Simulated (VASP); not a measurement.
# PbSe (e600) (R-3m) in VASP: relaxation of the atoms with PBEsol

Aim: the relaxation of the atoms of PbSe (e600) with PBEsol.

Everything below comes from runs of VASP 6.6.1. Logs are shortened: lines on timing, memory, paths and dates and some standing lists are left out, and cuts for length are marked.

## Step 1: The cell of the first run

The structure is trigonal, space group R-3m (No. 166). Conventional cell: a = 4.250 Å, b = 4.250 Å, c = 10.738 Å, α = 90.00°, β = 90.00°, γ = 120.00°. Pb (site symmetry -3m) has 6 Se at 3.04 Å within 4.0 Å. Se (site symmetry -3m) has 6 Pb at 3.04 Å within 4.0 Å.

## Step 2: Relaxation of the atoms, PBEsol (strained cell)

INCAR

```
  PREC = Accurate
  ENCUT = 450
  EDIFF = 1E-7
  ISMEAR = 0
  SIGMA = 0.01
  LREAL = False
  LASPH = True
  NELM = 120
  ALGO = Normal
  ISIF = 2
  LWAVE = False
  LCHARG = False
  GGA = PS
  IBRION = 2
  NSW = 60
  EDIFFG = -0.002
  GGA_COMPAT = False
  NELMIN = 4
```

KPOINTS

```
Automatic mesh
0
Gamma
  9 9 9
```

POSCAR

```
PbSe
1.0
    0.0627954157      3.0682984486      3.0682984486
    3.0682984486      0.0627954157      3.0682984486
    3.0682984486      3.0682984486      0.0627954157
Pb Se
1 1
Direct
    0.0000000000      0.0000000000      0.0000000000
    0.5000000000      0.5000000000      0.5000000000
```

Potentials or basis: VASP PAW PBE potentials, release 64 (Pb_d, Se).

Run with:

```bash
$ cat potpaw_PBE.64/Pb_d/POTCAR potpaw_PBE.64/Se/POTCAR > POTCAR
$ mpirun -np 1 vasp_std > vasp.out
```

OUTCAR:

```text
PREC = Accurate
   ENCUT = 450
   EDIFF = 1E-7
   ISMEAR = 0
   LREAL = False
   LASPH = True
   NELM = 120
   ISIF = 2
   GGA = PS
   IBRION = 2
   NSW = 60
   EDIFFG = -0.002
   NELMIN = 4

 ion  position               nearest neighbor table
   1  0.000  0.000  0.000-   2 3.04   2 3.04   2 3.04   2 3.04   2 3.04   2 3.04
   2  0.500  0.500  0.500-   1 3.04   1 3.04   1 3.04   1 3.04   1 3.04   1 3.04

  LATTYP: Found a trigonal (rhomboedric) cell.
 ALAT       =     4.3396836294
 COS(alpha) =     0.5203568998

  Lattice vectors:

 A1 = (   0.0627954157,   3.0682984486,   3.0682984486)
 A2 = (   3.0682984486,   0.0627954157,   3.0682984486)
 A3 = (   3.0682984486,   3.0682984486,   0.0627954157)

Analysis of symmetry for initial positions (statically):
=====================================================================
 Subroutine PRICEL returns:
 Original cell was already a primitive cell.

 Routine SETGRP: Setting up the symmetry group for a
 trigonal (rhombohedral) supercell.

 Subroutine GETGRP returns: Found 12 space group operations
 (whereof 12 operations were pure point group operations)
 out of a pool of 12 trial point group operations.

The static configuration has the point symmetry D_3d.

Analysis of symmetry for dynamics (positions and initial velocities):
=====================================================================
 Subroutine PRICEL returns:
 Original cell was already a primitive cell.

 Routine SETGRP: Setting up the symmetry group for a
 trigonal (rhombohedral) supercell.

 Subroutine GETGRP returns: Found 12 space group operations
 (whereof 12 operations were pure point group operations)
 out of a pool of 12 trial point group operations.

The dynamic configuration has the point symmetry D_3d.

 Subroutine INISYM returns: Found 12 space group operations
 (whereof 12 operations are pure point group operations),
 and found     1 'primitive' translations

----------------------------------------------------------------------------------------

                                     Primitive cell

  volume of cell :      55.9994

  direct lattice vectors                    reciprocal lattice vectors
     0.062795416  3.068298449  3.068298449    -0.168046626  0.164676379  0.164676379
     3.068298449  0.062795416  3.068298449     0.164676379 -0.168046626  0.164676379
     3.068298449  3.068298449  0.062795416     0.164676379  0.164676379 -0.168046626

  length of vectors
     4.339683629  4.339683629  4.339683629     0.287186852  0.287186852  0.287186852

  position of ions in fractional coordinates (direct lattice)
     0.000000000  0.000000000  0.000000000
     0.500000000  0.500000000  0.500000000

  ion indices of the primitive-cell ions
   primitive index   ion index
                 1           1
                 2           2

----------------------------------------------------------------------------------------

 KPOINTS: Automatic mesh

Automatic generation of k-mesh.
 Grid dimensions read from file:
 generate k-points for:    9    9    9

 Generating k-lattice:

  Cartesian coordinates                     Fractional coordinates (reciprocal lattice)
    -0.018671847  0.018297375  0.018297375     0.111111111 -0.000000000 -0.000000000
     0.018297375 -0.018671847  0.018297375    -0.000000000  0.111111111 -0.000000000
     0.018297375  0.018297375 -0.018671847    -0.000000000 -0.000000000  0.111111111

  Length of vectors
     0.031909650  0.031909650  0.031909650

  Shift w.r.t. Gamma in fractional coordinates (k-lattice)
     0.000000000  0.000000000  0.000000000

 Subroutine IBZKPT returns following result:
 ===========================================

 Found     85 irreducible k-points:

 Following reciprocal coordinates:
            Coordinates               Weight
  0.000000  0.000000  0.000000      1.000000
  0.111111  0.000000  0.000000      6.000000
  0.222222 -0.000000 -0.000000      6.000000
  0.333333  0.000000 -0.000000      6.000000
  0.444444 -0.000000 -0.000000      6.000000
  0.111111  0.111111  0.000000      6.000000
[... 16 lines left out ...]
 -0.333333  0.333333  0.000000      6.000000
  0.444444  0.444444 -0.000000      6.000000
 [... further k-points ...]
   k-points           NKPTS =     85   k-points in BZ     NKDIM =     85   number of bands    NBANDS=     14
   number of dos      NEDOS =    301   number of ions     NIONS =      2
   total plane-waves  NPLWV =  27000
   dimension x,y,z NGX =    30 NGY =   30 NGZ =   30
   dimension x,y,z NGXF=    60 NGYF=   60 NGZF=   60
   ions per type =               1   1
   NGX,Y,Z   is equivalent  to a cutoff of  11.49, 11.49, 11.49 a.u.
   NGXF,Y,Z  is equivalent  to a cutoff of  22.98, 22.98, 22.98 a.u.
 SYSTEM =  unknown system
   PREC   = accura    normal or accurate (medium, high low for compatibility)
   ISTART =      0    job   : 0-new  1-cont  2-samecut
   ICHARG =      2    charge: 1-file 2-atom 10-const
   ISPIN  =      1    spin polarized calculation?
   LNONCOLLINEAR =      F non collinear calculations
   LSORBIT =      F    spin-orbit coupling
   LASPH  =      T    aspherical Exc in radial PAW
   ENCUT  =  450.0 eV  33.07 Ry    5.75 a.u.   7.51  7.51  7.51*2*pi/ulx,y,z
   NELM   =    120;   NELMIN=  4; NELMDL= -5     # of ELM steps
   EDIFF  = 0.1E-06   stopping-criterion for ELM
   LREAL  =      F    real-space projection
   EDIFFG = -.2E-02   stopping-criterion for IOM
   NSW    =     60    number of steps for IOM
   IBRION =      2    ionic relax: 0-MD 1-quasi-New 2-CG
   NFREE  =      1    steps in history (QN), initial steepest desc. (CG)
   ISIF   =      2    stress and relaxation
   ISYM   =      2    0-nonsym 1-usesym 2-fastsym
   POTIM  = 0.5000    time-step for ionic-motion
   TEBEG  =    0.0;   TEEND  =   0.0 temperature during run
   PSTRESS=    0.0 pullay stress
   NELECT =      20.0000    total number of electrons
   NUPDOWN=      -1.0000    fix difference up-down
   EMIN   =  10.00;   EMAX   =-10.00  energy-range for DOS
   EFERMI =   0.00;   METHOD = LEGACY
   ISMEAR =     0;   SIGMA  =   0.01  broadening in eV -4-tet -1-fermi 0-gaus
   EFERMI_NEDOS =   21; number of points for ismear=-14 and -15
   IALGO  =     38    algorithm
   IMIX   =      4    mixing-type and parameters
     AMIX     =   0.40;   BMIX     =  1.00
     AMIX_MAG =   1.60;   BMIX_MAG =  1.00
  volume/ion in A,a.u.               =      28.00       188.95
  Fermi-wavevector in a.u.,A,eV,Ry     =   1.161512  2.194939 18.355755  1.349110
  Thomas-Fermi vector in A             =   2.298083
   LORBIT       =      0    0 simple, 1 ext, 2 COOP (PROOUT), +10 PAW based schemes
   GGA     = PS    functional components
   LHFCALC =     F    Hartree Fock is set to
   AEXX    =    0.0000 exact exchange contribution
   IVDW    =     0    specifies the selected vdW correction
   LEPSILON=     F    determine dielectric tensor
   LRPA    =     F    only Hartree local field effects (RPA)
 conjugate gradient relaxation of ions
 non-spin polarized calculation
 Gauss-broadening in eV      SIGMA  =   0.01
  energy-cutoff  :      450.00
  volume of cell :       56.00
 maximum number of plane-waves:      1243
 NGX is ok and might be reduce to    30
   NGX = 15   NGY = 15   NGZ = 15

 number of electron      19.9999997 magnetization

 Free energy of the ion-electron system (eV)
  ---------------------------------------------------
  ext. energy  EPLUGINS =         0.00000000
  ---------------------------------------------------
  free energy    TOTEN  =        -8.91148445 eV

  energy without entropy =       -8.91148445  energy(sigma->0) =       -8.91148445

 E-fermi :   5.2267     XC(G=0):  -9.8293

 val. band max:        5.1193610417   @ k =   0.4444   0.4444   0.4444
 cond. band min:       5.5601703573   @ k =   0.4444  -0.0000  -0.0000
 fundamental gap:      0.4408093156
 Fermi energy:         5.2266651159

 k-point     1 :       0.0000    0.0000    0.0000
  band No.  band energies     occupation
      1     -11.5891      2.00000
      2     -11.5891      2.00000
      3     -11.5820      2.00000
      4     -11.5775      2.00000
      5     -11.5775      2.00000
      6      -8.6029      2.00000
      7      -1.0951      2.00000
      8       3.0559      2.00000
      9       3.3164      2.00000
     10       3.3164      2.00000
     11       9.9248      0.00000
     12       9.9248      0.00000
     13       9.9677      0.00000
     14      11.3434      0.00000

 k-point     2 :       0.1111    0.0000    0.0000
  band No.  band energies     occupation
      1     -11.5910      2.00000
      2     -11.5856      2.00000
      3     -11.5804      2.00000
      4     -11.5793      2.00000
      5     -11.5760      2.00000
      6      -8.5030      2.00000
      7      -1.4291      2.00000
      8       3.1158      2.00000
      9       3.3432      2.00000
     10       3.5223      2.00000
     11       8.9774      0.00000
     12       9.3405      0.00000
     13       9.3518      0.00000
     14      11.4356      0.00000

 k-point     3 :       0.2222   -0.0000   -0.0000
  band No.  band energies     occupation
      1     -11.5983      2.00000
      2     -11.5899      2.00000
      3     -11.5811      2.00000
      4     -11.5706      2.00000
      5     -11.5656      2.00000
      6      -8.2219      2.00000
      7      -2.2052      2.00000
      8       3.2404      2.00000
      9       3.4252      2.00000
     10       3.9879      2.00000
     11       7.5664      0.00000
     12       8.2769      0.00000
     13       8.3076      0.00000
     14      11.4682      0.00000

 k-point     4 :       0.3333    0.0000   -0.0000
  band No.  band energies     occupation
      1     -11.6080      2.00000
      2     -11.5987      2.00000
      3     -11.5814      2.00000
      4     -11.5569      2.00000
      5     -11.5531      2.00000
      6      -7.8308      2.00000
      7      -3.0570      2.00000
      8       3.4113      2.00000
      9       3.5510      2.00000
     10       4.4701      2.00000
     11       6.4054      0.00000
     12       7.3375      0.00000
     13       7.4119      0.00000
     14      12.1429      0.00000

 k-point     5 :       0.4444   -0.0000   -0.0000
  band No.  band energies     occupation
      1     -11.6145      2.00000
      2     -11.6045      2.00000
      3     -11.5815      2.00000
      4     -11.5478      2.00000
      5     -11.5449      2.00000
      6      -7.5059      2.00000
      7      -3.6456      2.00000
      8       3.5589      2.00000
      9       3.6610      2.00000
     10       4.9496      2.00000
     11       5.5602      0.00000
[... 276 lines left out ...]
 k-point    22 :      -0.4444    0.3333    0.0000
  band No.  band energies     occupation
      1     -11.6945      2.00000
      2     -11.5884      2.00000
      3     -11.5773      2.00000
      4     -11.5476      2.00000
      5     -11.5363      2.00000
      6      -7.0988      2.00000
      7      -2.8843      2.00000
      8       0.5612      2.00000
      9       2.1763      2.00000
     10       2.5943      2.00000
     11       8.6047      0.00000
     12       9.3745      0.00000
     13      10.4570      0.00000
     14      10.8922      0.00000

 k-point    23 :      -0.3333    0.3333    0.0000
  band No.  band energies     occupation
      1     -11.6691      2.00000
      2     -11.5890      2.00000
      3     -11.5742      2.00000
      4     -11.5580      2.00000
      5     -11.5422      2.00000
      6      -7.1308      2.00000
      7      -3.1589      2.00000
      8       0.7291      2.00000
      9       2.6325      2.00000
     10       3.1722      2.00000
     11       7.7829      0.00000
     12       8.3869      0.00000
     13      10.2953      0.00000
     14      12.0972      0.00000

 k-point    24 :       0.4444    0.4444   -0.0000
  band No.  band energies     occupation
      1     -11.7260      2.00000
      2     -11.6036      2.00000
      3     -11.5618      2.00000
      4     -11.5361      2.00000
      5     -11.5320      2.00000
      6      -7.1168      2.00000
      7      -2.3117      2.00000
      8       0.2536      2.00000
      9       1.7474      2.00000
     10       1.9531      2.00000
     11       8.7355      0.00000
     12      10.7237      0.00000
     13      10.7773      0.00000
     14      11.0925      0.00000

 [... further k-points ...]
[... 5 lines left out ...]
  --------------------------------------------------------------------------------------
  -------------------------------------------------------------------------------------
  Total        0.2752593      0.2752593      0.2752593     -0.1306015     -0.1306015     -0.1306015
  in kB        7.8753360      7.8753360      7.8753360     -3.7365890     -3.7365890     -3.7365890
  external PRESSURE =       7.8753360 kB  Pullay stress =       0.0000000 kB

 VOLUME and BASIS-vectors are now :
 -----------------------------------------------------------------------------
  energy-cutoff  :      450.00
  volume of cell :       56.00
      direct lattice vectors                 reciprocal lattice vectors
     0.062795416  3.068298449  3.068298449    -0.168046626  0.164676379  0.164676379
     3.068298449  0.062795416  3.068298449     0.164676379 -0.168046626  0.164676379
     3.068298449  3.068298449  0.062795416     0.164676379  0.164676379 -0.168046626

 POSITION                                       TOTAL-FORCE (eV/Angst)
 -----------------------------------------------------------------------------------
      0.00000      0.00000      0.00000         0.000000      0.000000     -0.000000
      3.09970      3.09970      3.09970        -0.000000     -0.000000      0.000000
 -----------------------------------------------------------------------------------
    total drift:                               -0.000000      0.000000      0.000000

  FREE ENERGIE OF THE ION-ELECTRON SYSTEM (eV)
  ---------------------------------------------------
  free  energy   TOTEN  =        -8.9114844450 eV

  energy  without entropy=       -8.9114844450  energy(sigma->0) =       -8.91148445

 reached required accuracy - stopping structural energy minimisation
```

Wall time 22 s (1 thread of Intel Xeon 6975P-C (Granite Rapids), shared host); peak memory 0.2 GiB.

Results:

```
Free energy             : -8.9115 eV
Pressure after relaxing : 0.8 GPa
Band gap on the k mesh  : 0.44 eV, indirect (least direct gap 0.61 eV)
```

Stress tensor (GPa, compression positive):
```
 0.79 -0.37 -0.37
-0.37  0.79 -0.37
-0.37 -0.37  0.79
```

Final structure:
```cif
data_structure
_symmetry_space_group_name_H-M 'P 1'
_symmetry_Int_Tables_number 1
_cell_length_a 4.3397
_cell_length_b 4.3397
_cell_length_c 4.3397
_cell_angle_alpha 58.644
_cell_angle_beta 58.644
_cell_angle_gamma 58.644
_cell_volume 56.00
loop_
_atom_site_label
_atom_site_type_symbol
_atom_site_fract_x
_atom_site_fract_y
_atom_site_fract_z
_atom_site_occupancy
Pb1 Pb 0.00000 0.00000 0.00000 1
Se1 Se 0.50000 0.50000 0.50000 1
```

Levels at points of the mesh, in eV from the valence-band top:
| k point | band 8 | band 9 | band 10 | band 11 | band 12 | band 13 |
| --- | --- | --- | --- | --- | --- | --- |
| (0.00, 0.00, 0.00) | -2.06 | -1.80 | -1.80 | 4.81 | 4.81 | 4.85 |

Caveat: the cell differs from its parent crystal (strained cell); the relaxation stopped at its first step, so nothing moved; the PAW data sets were made with another functional, which shifts forces and pressure a little; spin-orbit coupling is left out, which moves the levels of the heavy elements. A k mesh can miss the band edges.
